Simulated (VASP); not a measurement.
Wanted: the native input for a VASP 6.6.1 run.

```yaml
Task: single point
Functional: PBE
Dispersion: TS
Potentials_or_basis: VASP PAW PBE potentials, release 64 (In_d, Se)
Cutoff: 520 eV
k_mesh: 6 × 6 × 2
Occupations: gaussian, width 0.02 eV
Spin: no spin polarisation
Further_INCAR_settings: ALGO = Normal; EDIFF = 1e-07
```

The structure of InSe lies in POSCAR:

```
InSe
1.0
    4.0500000000      0.0000000000      0.0000000000
   -2.0250000000      3.5074028853      0.0000000000
    0.0000000000      0.0000000000     16.9300000000
In Se
4 4
Direct
    0.6666666667      0.3333333333      0.8430000000
    0.3333333333      0.6666666667      0.3430000000
    0.6666666667      0.3333333333      0.6570000000
    0.3333333333      0.6666666667      0.1570000000
    0.6666666667      0.3333333333      0.3980000000
    0.3333333333      0.6666666667      0.8980000000
    0.6666666667      0.3333333333      0.1020000000
    0.3333333333      0.6666666667      0.6020000000
```

These files were run (other wordings do the same):

INCAR

```
SYSTEM = InSe
  ALGO = Normal
  EDIFF = 1E-7
  ENCUT = 520
  ISIF = 2
  ISMEAR = 0
  IVDW = 2
  LASPH = .TRUE.
  LCHARG = .FALSE.
  LREAL = .FALSE.
  LWAVE = .FALSE.
  NELM = 100
  PREC = Accurate
  SIGMA = 0.02
```

KPOINTS

```
k-points
0
Gamma
  6 6 2
```

Potentials or basis: VASP PAW PBE potentials, release 64 (In_d, Se).

Run with:

```bash
$ cat potpaw_PBE.64/In_d/POTCAR potpaw_PBE.64/Se/POTCAR > POTCAR
$ mpirun -np 1 vasp_std > vasp.out
```

Results of the run:

```yaml
Pressure: 6.5 GPa
Largest_force: 2.939 eV/Å
Band_gap_on_the_k_mesh: zero (filled and empty bands overlap)
Hirshfeld_charges: In +0.16; Se -0.16 e
Dispersion_energy_per_atom: -0.273 eV
```

Caveat: the cell stands under pressure; spin-orbit coupling is left out, which moves the levels of the heavy elements; forces of over 1 eV/Å act on the atoms, so gaps and moduli don't describe the material at rest.

It took 6.7 min on 1 thread of Intel(R) Xeon(R) Platinum 8175M CPU @ 2.50GHz (Skylake/Cascade Lake), on a shared host, peak memory 0.38 GiB.
